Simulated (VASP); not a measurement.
Input of a VASP 6.6.1 run:

INCAR

```
SYSTEM = Co
  PREC = Accurate
  ENCUT = 520
  EDIFF = 1E-6
  ISMEAR = 0
  SIGMA = 0.1
  LREAL = .FALSE.
  LASPH = .TRUE.
  NELM = 150
  ALGO = Normal
  ISIF = 2
  LWAVE = .FALSE.
  LCHARG = .FALSE.
  ISPIN = 2
  MAGMOM = 1.84 1.84
  LORBIT = 11
  LMAXMIX = 4
  LDAU = .TRUE.
  LDAUTYPE = 2
  LDAUL = 2
  LDAUU = 8
  LDAUJ = 0
  LDAUPRINT = 1
  GGA = PE
  NBANDS = 20
```

The input KPOINTS:

```
regular mesh
0
G
  18 18 10
  0 0 0
```

POSCAR

```
Co
1.0
    2.3508180091      0.0000000000      0.0000000000
   -1.1754090045      2.0358681155      0.0000000000
    0.0000000000      0.0000000000      4.1256927372
Co
2
Direct
    0.3333333333      0.6666666667      0.2500000000
    0.6666666667      0.3333333333      0.7500000000
```

Potentials or basis: VASP PAW PBE potentials, release 64 (Co).

Launch:

```sh
$ cat potpaw_PBE.64/Co/POTCAR > POTCAR
$ mpirun -np 1 vasp_std > vasp.out
```

Estimate the pressure.

53.3 GPa.

What does it give for the site moments?

Co +1.89 μB.

Predict the net moment.

3.74 μB per cell.

Eigenvalues of the final occupation matrices:
```csv
site,spin,trace,eigenvalues
site 1 d,1,4.79,0.95 0.95 0.96 0.97 0.97
site 1 d,2,2.85,0.07 0.07 0.89 0.89 0.91
site 2 d,1,4.79,0.95 0.95 0.96 0.97 0.97
site 2 d,2,2.85,0.07 0.07 0.89 0.89 0.91
```

Caveat: the cell stands under pressure; the U is typed as a test and isn't derived for this compound. The state reached can hang on the start; a lower one may exist.
